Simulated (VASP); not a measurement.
# Ir (Fm-3m) in VASP: a series of runs

Runs on Ir. Level: PBE+D3(BJ). Tasks: single point, relaxation of cell and atoms.

Everything below comes from runs of VASP 6.6.1. Logs are shortened: lines on timing, memory, paths and dates and some standing lists are left out, and cuts for length are marked.

## 1. The cell of the first run

It takes space group Fm-3m (No. 225, cubic). The conventional cell has a = 3.831 Å, b = 3.831 Å, c = 3.831 Å, α = 90.00°, β = 90.00°, γ = 90.00°. Within 3.6 Å of Ir (site symmetry m-3m) lie 12 Ir at 2.71 Å.

## 2. Single point, PBE+D3(BJ)

Contents of INCAR:

```
ALGO = Normal
EDIFF = 1E-7
ENCUT = 520
GGA = PE
ISIF = 2
ISMEAR = 0
IVDW = 12
LASPH = True
LCHARG = False
LREAL = False
LWAVE = False
NBANDS = 10
NELM = 100
PREC = Accurate
SIGMA = 0.1
```

Contents of KPOINTS:

```
k-points
0
Gamma
  8 8 8
```

Contents of POSCAR:

```
Ir
1.0
    0.0000000000      1.9156000000      1.9156000000
    1.9156000000      0.0000000000      1.9156000000
    1.9156000000      1.9156000000      0.0000000000
Ir
1
Direct
    0.0000000000      0.0000000000      0.0000000000
```

Potentials or basis: VASP PAW PBE potentials, release 64 (Ir).

On the command line:

```console
> cat potpaw_PBE.64/Ir/POTCAR > POTCAR
> mpirun -np 1 vasp_std > vasp.out
```

OUTCAR:

```text
EDIFF = 1E-7
   ENCUT = 520
   GGA = PE
   ISIF = 2
   ISMEAR = 0
   IVDW = 12
   LASPH = True
   LREAL = False
   NELM = 100
   PREC = Accurate
 IVDW          = 12

 ion  position               nearest neighbor table
   1  0.000  0.000  0.000-

  LATTYP: Found a face centered cubic cell.
 ALAT       =     3.8312000000

  Lattice vectors:

 A1 = (   0.0000000000,   1.9156000000,   1.9156000000)
 A2 = (   1.9156000000,   0.0000000000,   1.9156000000)
 A3 = (   1.9156000000,   1.9156000000,   0.0000000000)

Analysis of symmetry for initial positions (statically):
=====================================================================
 Subroutine PRICEL returns:
 Original cell was already a primitive cell.

 Routine SETGRP: Setting up the symmetry group for a
 face centered cubic supercell.

 Subroutine GETGRP returns: Found 48 space group operations
 (whereof 48 operations were pure point group operations)
 out of a pool of 48 trial point group operations.

The static configuration has the point symmetry O_h .

Analysis of symmetry for dynamics (positions and initial velocities):
=====================================================================
 Subroutine PRICEL returns:
 Original cell was already a primitive cell.

 Routine SETGRP: Setting up the symmetry group for a
 face centered cubic supercell.

 Subroutine GETGRP returns: Found 48 space group operations
 (whereof 48 operations were pure point group operations)
 out of a pool of 48 trial point group operations.

The dynamic configuration has the point symmetry O_h .

 Subroutine INISYM returns: Found 48 space group operations
 (whereof 48 operations are pure point group operations),
 and found     1 'primitive' translations

----------------------------------------------------------------------------------------

                                     Primitive cell

  volume of cell :      14.0587

  direct lattice vectors                    reciprocal lattice vectors
     0.000000000  1.915600000  1.915600000    -0.261014826  0.261014826  0.261014826
     1.915600000  0.000000000  1.915600000     0.261014826 -0.261014826  0.261014826
     1.915600000  1.915600000  0.000000000     0.261014826  0.261014826 -0.261014826

  length of vectors
     2.709067500  2.709067500  2.709067500     0.452090940  0.452090940  0.452090940

  position of ions in fractional coordinates (direct lattice)
     0.000000000  0.000000000  0.000000000
[... 79 lines left out ...]
   NSW    =      0    number of steps for IOM
   IBRION =     -1    ionic relax: 0-MD 1-quasi-New 2-CG
   NFREE  =      0    steps in history (QN), initial steepest desc. (CG)
   ISIF   =      2    stress and relaxation
   ISYM   =      2    0-nonsym 1-usesym 2-fastsym
   POTIM  = 0.5000    time-step for ionic-motion
   TEBEG  =    0.0;   TEEND  =   0.0 temperature during run
   PSTRESS=    0.0 pullay stress
   NELECT =       9.0000    total number of electrons
   NUPDOWN=      -1.0000    fix difference up-down
   EMIN   =  10.00;   EMAX   =-10.00  energy-range for DOS
   EFERMI =   0.00;   METHOD = LEGACY
   ISMEAR =     0;   SIGMA  =   0.10  broadening in eV -4-tet -1-fermi 0-gaus
   EFERMI_NEDOS =   21; number of points for ismear=-14 and -15
   IALGO  =     38    algorithm
   IMIX   =      4    mixing-type and parameters
     AMIX     =   0.40;   BMIX     =  1.00
     AMIX_MAG =   1.60;   BMIX_MAG =  1.00
  volume/ion in A,a.u.               =      14.06        94.87
  Fermi-wavevector in a.u.,A,eV,Ry     =   1.410937  2.666284 27.085691  1.990742
  Thomas-Fermi vector in A             =   2.532839
   LORBIT       =      0    0 simple, 1 ext, 2 COOP (PROOUT), +10 PAW based schemes
   GGA     = PE    functional components
   LHFCALC =     F    Hartree Fock is set to
   AEXX    =    0.0000 exact exchange contribution
   IVDW    =    12    specifies the selected vdW correction
   LEPSILON=     F    determine dielectric tensor
   LRPA    =     F    only Hartree local field effects (RPA)
 non-spin polarized calculation
 Gauss-broadening in eV      SIGMA  =   0.10
  energy-cutoff  :      520.00
  volume of cell :       14.06
 maximum number of plane-waves:       391
   NGX =  9   NGY =  9   NGZ =  9

 number of electron       9.0000000 magnetization

 Free energy of the ion-electron system (eV)
  ---------------------------------------------------
  ext. energy  EPLUGINS =         0.00000000
  ---------------------------------------------------
  free energy    TOTEN  =        -8.76071447 eV

  energy without entropy =       -8.75222271  energy(sigma->0) =       -8.75646859

 E-fermi :  10.5728     XC(G=0): -14.0245

 val. band max:       10.5275069459   @ k =  -0.3750   0.1250   0.0000
 cond. band min:      10.5950824055   @ k =  -0.3750   0.2500   0.0000
 fundamental gap:      0.0675754596
 Fermi energy:        10.5727836826

 k-point     1 :       0.0000    0.0000    0.0000
  band No.  band energies     occupation
      1      -0.6718      2.00000
      2       6.5931      2.00000
      3       6.5931      2.00000
      4       6.5931      2.00000
      5       9.3207      2.00000
      6       9.3207      2.00000
      7      24.8122      0.00000
      8      30.4594      0.00000
      9      30.4594      0.00000
     10      30.4594      0.00000
[... 287 lines left out ...]
 k-point    24 :      -0.3750    0.2500    0.1250
  band No.  band energies     occupation
      1       3.8339      2.00000
      2       5.2347      2.00000
      3       6.8735      2.00000
      4       7.9140      2.00000
      5      11.1053      0.00000
      6      15.7213      0.00000
      7      17.2440      0.00000
      8      26.3031      0.00000
      9      26.4914      0.00000
     10      30.3870      0.00000

 [... further k-points ...]

------------------------ aborting loop because EDIFF is reached ----------------------------------------

 Edisp (eV)   -0.73991

 E8    (eV) :    -0.3451

  FORCE on cell =-STRESS in cart. coord.  units (eV):
  Direction    XX          YY          ZZ          XY          YZ          ZX
  --------------------------------------------------------------------------------------
  -------------------------------------------------------------------------------------
  Total       0.42938     0.42938     0.42938     0.00000     0.00000     0.00000
  in kB      48.93399    48.93399    48.93399     0.00000     0.00000     0.00000
  external pressure =       48.93 kB  Pullay stress =        0.00 kB

 VOLUME and BASIS-vectors are now :
 -----------------------------------------------------------------------------
  energy-cutoff  :      520.00
  volume of cell :       14.06
      direct lattice vectors                 reciprocal lattice vectors
     0.000000000  1.915600000  1.915600000    -0.261014826  0.261014826  0.261014826
     1.915600000  0.000000000  1.915600000     0.261014826 -0.261014826  0.261014826
     1.915600000  1.915600000  0.000000000     0.261014826  0.261014826 -0.261014826

 POSITION                                       TOTAL-FORCE (eV/Angst)
 -----------------------------------------------------------------------------------
      0.00000      0.00000      0.00000        -0.000000      0.000000     -0.000000
 -----------------------------------------------------------------------------------
    total drift:                               -0.000000     -0.000000     -0.000000

  FREE ENERGIE OF THE ION-ELECTRON SYSTEM (eV)
  ---------------------------------------------------
  free  energy   TOTEN  =        -9.5006280182 eV

  energy  without entropy=       -9.4921362590  energy(sigma->0) =       -9.49638214
```

OSZICAR:

```text
N       E                     dE             d eps       ncg     rms          rms(c)
DAV:   1     0.468487211515E+02    0.46849E+02   -0.43749E+03   588   0.818E+02
DAV:   2    -0.847627864295E+01   -0.55325E+02   -0.52891E+02   592   0.195E+02
DAV:   3    -0.930264447957E+01   -0.82637E+00   -0.82215E+00   678   0.288E+01
DAV:   4    -0.931017966583E+01   -0.75352E-02   -0.75341E-02   642   0.259E+00
DAV:   5    -0.931032790027E+01   -0.14823E-03   -0.14823E-03   682   0.354E-01    0.157E+01
DAV:   6    -0.885347674878E+01    0.45685E+00   -0.76319E-01   644   0.108E+01    0.659E+00
DAV:   7    -0.876678550388E+01    0.86691E-01   -0.25826E-01   688   0.578E+00    0.154E+00
DAV:   8    -0.876238650906E+01    0.43990E-02   -0.25451E-03   652   0.586E-01    0.765E-01
DAV:   9    -0.876070685563E+01    0.16797E-02   -0.13996E-03   662   0.523E-01    0.152E-02
DAV:  10    -0.876071499085E+01   -0.81352E-05   -0.76205E-06   776   0.245E-02    0.206E-02
DAV:  11    -0.876071452473E+01    0.46611E-06   -0.42418E-07   636   0.857E-03    0.542E-04
DAV:  12    -0.876071447267E+01    0.52064E-07   -0.78830E-09   340   0.885E-04
   1 F= -.95006280E+01 E0= -.94963821E+01  d E =-.849176E-02
```

stdout:

```text
POSCAR found type information on POSCAR Ir
 POSCAR found :  1 types and       1 ions
 scaLAPACK will be used
 LDA part: xc-table for (Slater+PW92), standard interpolation
 POSCAR, INCAR and KPOINTS ok, starting setup
 FFT: planning ... GRIDC
 FFT: planning ... GRID_SOFT
 FFT: planning ... GRID
 WAVECAR not read
 entering main loop
```

Wall time 2.9 s (1 thread of AMD EPYC 9R45 (Zen 5), shared host); peak memory 0.1 GiB.

Results:

| Property | Result |
| --- | --- |
| Free energy | -9.5006 eV |
| Pressure | 4.9 GPa |
| Dispersion energy per atom | -0.740 eV |

Levels at points of the mesh, in eV from the Fermi level:
```
           k point  band 1  band 2  band 3  band 4  band 5  band 6  band 7  band 8
(0.00, 0.00, 0.00)  -11.24   -3.98   -3.98   -3.98   -1.25   -1.25   14.24   19.89
(0.50, 0.00, 0.00)   -8.23   -4.08   -4.08   -0.83    0.86    0.86    7.28   13.80
(0.50, 0.50, 0.00)   -8.03   -7.47    0.83    1.44    1.44    1.64   10.55   11.68
```

Caveat: spin-orbit coupling is left out, which moves the levels of the heavy elements; pairwise dispersion overbinds metals, which lowers pressure and volume.

## 3. Single point, PBE+D3(BJ)

This run uses another cell than the first one, of 14.16 Å³/atom, 1.007 times its volume.

Contents of INCAR:

```
  PREC = Accurate
  ENCUT = 520
  EDIFF = 1E-7
  ISMEAR = 0
  SIGMA = 0.1
  LREAL = False
  LASPH = True
  NELM = 100
  ALGO = Fast
  ISIF = 2
  LWAVE = False
  LCHARG = False
  GGA = PE
  IVDW = 12
  NBANDS = 10
```

Contents of KPOINTS:

```
Automatic mesh
0
Gamma
  18 18 18
```

Contents of POSCAR:

```
Ir
1.0
    0.0000000000      1.9202733798      1.9202733798
    1.9202733798      0.0000000000      1.9202733798
    1.9202733798      1.9202733798      0.0000000000
Ir
1
Direct
    0.0000000000      0.0000000000      0.0000000000
```

Potentials or basis: VASP PAW PBE potentials, release 64 (Ir).

On the command line:

```console
> cat potpaw_PBE.64/Ir/POTCAR > POTCAR
> mpirun -np 1 vasp_std > vasp.out
```

Wall time 17 s (1 thread of AMD EPYC 9R45 (Zen 5), shared host); peak memory 0.12 GiB.

It converged, with:

```
Free energy                : -9.5779 eV
Pressure                   : 0.6 GPa
Dispersion energy per atom : -0.734 eV
```

Levels at points of the mesh, in eV from the Fermi level:
```
           k point  band 1  band 2  band 3  band 4  band 5  band 6  band 7  band 8  band 9
(0.00, 0.00, 0.00)  -11.14   -3.91   -3.91   -3.91   -1.23   -1.23   14.29   19.87   19.87
(0.50, 0.00, 0.00)   -8.12   -4.02   -4.02   -0.79    0.86    0.86    7.22   13.83   19.75
(0.50, 0.50, 0.00)   -7.94   -7.36    0.83    1.44    1.44    1.66   10.46   11.67   11.67
```

Caveat: spin-orbit coupling is left out, which moves the levels of the heavy elements; pairwise dispersion overbinds metals, which lowers pressure and volume.

## 4. Relaxation of cell and atoms, PBE+D3(BJ)

Contents of INCAR:

```
SYSTEM = Ir
  PREC = Accurate
  ENCUT = 600
  EDIFF = 1E-6
  ISMEAR = 0
  SIGMA = 0.1
  LREAL = .FALSE.
  LASPH = .TRUE.
  NELM = 60
  ALGO = Normal
  ISIF = 3
  LWAVE = .FALSE.
  LCHARG = .FALSE.
  GGA = PE
  IVDW = 12
  IBRION = 2
  NSW = 100
  EDIFFG = -0.005
```

Contents of KPOINTS:

```
Automatic mesh
0
G
  18 18 18
  0 0 0
```

Contents of POSCAR:

```
Ir
1.0
    0.0000000000      1.9156000000      1.9156000000
    1.9156000000      0.0000000000      1.9156000000
    1.9156000000      1.9156000000      0.0000000000
Ir
1
Direct
    0.0000000000      0.0000000000      0.0000000000
```

On the command line:

```console
> cat potpaw_PBE.64/Ir/POTCAR > POTCAR
> mpirun -np 1 vasp_std > vasp.out
```

Run time: 31 s. Hardware: 1 thread of AMD EPYC 9R45 (Zen 5), shared host; peak memory 0.15 GiB.

The run converged. Its results:

| Item | Value |
| --- | --- |
| Free energy | -9.5782 eV |
| Relaxed volume | 14.19 Å³/atom |
| Relaxed cell | a = 2.717 Å, b = 2.717 Å, c = 2.717 Å, α = 60.00°, β = 60.00°, γ = 60.00° |
| Space group after relaxing (to 0.05 Å) | Fm-3m (No. 225) |
| Energy gained by relaxing | 1.4 meV/atom |
| Ionic steps | 3 |
| Pressure after relaxing | 0.0 GPa |
| Dispersion energy per atom | -0.733 eV |

Step by step:
| step | energy change (eV) | largest force (eV/Å) | pressure (GPa) | volume (Å³) |
| --- | --- | --- | --- | --- |
| 1 | 0.0000 | 0.0000 | 3.52 | 14.06 |
| 2 | 0.0186 | 0.0000 | -12.11 | 14.70 |
| 3 | -0.0014 | 0.0000 | -0.03 | 14.19 |

Final structure:
```yaml
crystal:
  lattice:
    - [0.00000, 1.92152, 1.92152]
    - [1.92152, 0.00000, 1.92152]
    - [1.92152, 1.92152, 0.00000]
  atoms:
    - { symbol: Ir, position: [0.00000, 0.00000, 0.00000] }
```

Levels at points of the mesh, in eV from the Fermi level:
| k point | band 1 | band 2 | band 3 | band 4 | band 5 | band 6 | band 7 | band 8 |
| --- | --- | --- | --- | --- | --- | --- | --- | --- |
| (0.00, 0.00, 0.00) | -11.12 | -3.90 | -3.90 | -3.90 | -1.23 | -1.23 | 14.30 | 19.87 |
| (0.50, 0.00, 0.00) | -8.10 | -4.01 | -4.01 | -0.79 | 0.86 | 0.86 | 7.20 | 13.84 |
| (0.50, 0.50, 0.00) | -7.91 | -7.34 | 0.82 | 1.43 | 1.43 | 1.66 | 10.44 | 11.66 |

Caveat: spin-orbit coupling is left out, which moves the levels of the heavy elements; pairwise dispersion overbinds metals, which lowers pressure and volume.

## 5. Single point, PBE+D3(BJ)

This run uses another cell than the first one, of 14.16 Å³/atom, 1.007 times its volume.

Contents of INCAR:

```
  PREC = Accurate
  ENCUT = 520
  EDIFF = 1E-7
  ISMEAR = 0
  SIGMA = 0.1
  LREAL = False
  LASPH = True
  NELM = 100
  ALGO = Fast
  ISIF = 2
  LWAVE = False
  LCHARG = False
  GGA = PE
  IVDW = 12
  NBANDS = 10
```

Contents of KPOINTS:

```
Automatic mesh
0
Gamma
  18 18 18
```

Contents of POSCAR:

```
Ir
1.0
    0.0000000000      1.9202733743      1.9202733743
    1.9202733743      0.0000000000      1.9202733743
    1.9202733743      1.9202733743      0.0000000000
Ir
1
Direct
    0.0000000000      0.0000000000      0.0000000000
```

Potentials or basis: VASP PAW PBE potentials, release 64 (Ir).

On the command line:

```console
> cat potpaw_PBE.64/Ir/POTCAR > POTCAR
> mpirun -np 1 vasp_std > vasp.out
```

OUTCAR:

```text
PREC = Accurate
   ENCUT = 520
   EDIFF = 1E-7
   ISMEAR = 0
   LREAL = False
   LASPH = True
   NELM = 100
   ISIF = 2
   GGA = PE
   IVDW = 12
 IVDW          = 12

 ion  position               nearest neighbor table
   1  0.000  0.000  0.000-

  LATTYP: Found a face centered cubic cell.
 ALAT       =     3.8405467486

  Lattice vectors:

 A1 = (   0.0000000000,   1.9202733743,   1.9202733743)
 A2 = (   1.9202733743,   0.0000000000,   1.9202733743)
 A3 = (   1.9202733743,   1.9202733743,   0.0000000000)

Analysis of symmetry for initial positions (statically):
=====================================================================
 Subroutine PRICEL returns:
 Original cell was already a primitive cell.

 Routine SETGRP: Setting up the symmetry group for a
 face centered cubic supercell.

 Subroutine GETGRP returns: Found 48 space group operations
 (whereof 48 operations were pure point group operations)
 out of a pool of 48 trial point group operations.

The static configuration has the point symmetry O_h .

Analysis of symmetry for dynamics (positions and initial velocities):
[... 162 lines left out ...]
 fundamental gap:      0.0104977928
 Fermi energy:        10.4240959283

 k-point     1 :       0.0000    0.0000    0.0000
  band No.  band energies     occupation
      1      -0.7200      2.00000
      2       6.5095      2.00000
      3       6.5095      2.00000
      4       6.5095      2.00000
      5       9.1942      2.00000
      6       9.1942      2.00000
      7      24.7155      0.00000
      8      30.2961      0.00000
      9      30.2961      0.00000
     10      30.2961      0.00000
[... 287 lines left out ...]
 k-point    24 :      -0.2222    0.0556    0.0000
  band No.  band energies     occupation
      1       1.4931      2.00000
      2       5.8445      2.00000
      3       6.9647      2.00000
      4       7.0566      2.00000
      5       8.9063      2.00000
      6       9.7651      2.00000
      7      24.5526      0.00000
      8      27.3414      0.00000
      9      32.4406      0.00000
     10      33.6698      0.00000

 [... further k-points ...]

------------------------ aborting loop because EDIFF is reached ----------------------------------------

 Edisp (eV)   -0.73431

 E8    (eV) :    -0.3425

  FORCE on cell =-STRESS in cart. coord.  units (eV):
  Direction    XX          YY          ZZ          XY          YZ          ZX
  --------------------------------------------------------------------------------------
  -------------------------------------------------------------------------------------
  Total       0.04925     0.04925     0.04925     0.00000     0.00000     0.00000
  in kB       5.57196     5.57196     5.57196     0.00000     0.00000     0.00000
  external pressure =        5.57 kB  Pullay stress =        0.00 kB

 VOLUME and BASIS-vectors are now :
 -----------------------------------------------------------------------------
  energy-cutoff  :      520.00
  volume of cell :       14.16
      direct lattice vectors                 reciprocal lattice vectors
     0.000000000  1.920273374  1.920273374    -0.260379593  0.260379593  0.260379593
     1.920273374  0.000000000  1.920273374     0.260379593 -0.260379593  0.260379593
     1.920273374  1.920273374  0.000000000     0.260379593  0.260379593 -0.260379593

 POSITION                                       TOTAL-FORCE (eV/Angst)
 -----------------------------------------------------------------------------------
      0.00000      0.00000      0.00000        -0.000000     -0.000000      0.000000
 -----------------------------------------------------------------------------------
    total drift:                               -0.000000     -0.000000     -0.000000

  FREE ENERGIE OF THE ION-ELECTRON SYSTEM (eV)
  ---------------------------------------------------
  free  energy   TOTEN  =        -9.5779381661 eV

  energy  without entropy=       -9.5728206468  energy(sigma->0) =       -9.57537941
```

Run time: 26 s. Hardware: 1 thread of AMD EPYC 7R13 (Zen 3), shared host; peak memory 0.13 GiB.

What came out:

| Quantity | Value |
| --- | --- |
| Free energy | -9.5779 eV |
| Pressure | 0.6 GPa |
| Dispersion energy per atom | -0.734 eV |

Levels at points of the mesh, in eV from the Fermi level:
```
           k point  band 1  band 2  band 3  band 4  band 5  band 6  band 7  band 8  band 9
(0.00, 0.00, 0.00)  -11.14   -3.91   -3.91   -3.91   -1.23   -1.23   14.29   19.87   19.87
(0.50, 0.00, 0.00)   -8.12   -4.02   -4.02   -0.79    0.86    0.86    7.22   13.83   19.75
(0.50, 0.50, 0.00)   -7.94   -7.36    0.83    1.44    1.44    1.66   10.46   11.67   11.67
```

Caveat: spin-orbit coupling is left out, which moves the levels of the heavy elements; pairwise dispersion overbinds metals, which lowers pressure and volume.

## 6. The runs side by side

| task | cell | k mesh | cutoff (eV) | gap on the mesh (eV) | pressure (GPa) |
| --- | --- | --- | --- | --- | --- |
| single point | a = 2.709 Å, angles 60.0°, 1 atom | 8 × 8 × 8 | 520 | none | 4.9 |
| single point | a = 2.716 Å, angles 60.0°, 1 atom | 18 × 18 × 18 | 520 | none | 0.6 |
| relaxation of cell and atoms | relaxed from a = 2.709 Å, angles 60.0°, 1 atom | 18 × 18 × 18 | 600 | none | 0.0 |

Alike in all rows: level PBE+D3(BJ); potentials or basis VASP PAW PBE potentials, release 64 (Ir); no spin polarisation; smearing gaussian 0.1 eV.

Caveats: spin-orbit coupling is left out, which moves the levels of the heavy elements; pairwise dispersion overbinds metals, which lowers pressure and volume.

Total energies depend on the potentials used, so only differences within one code and one set of settings carry meaning.
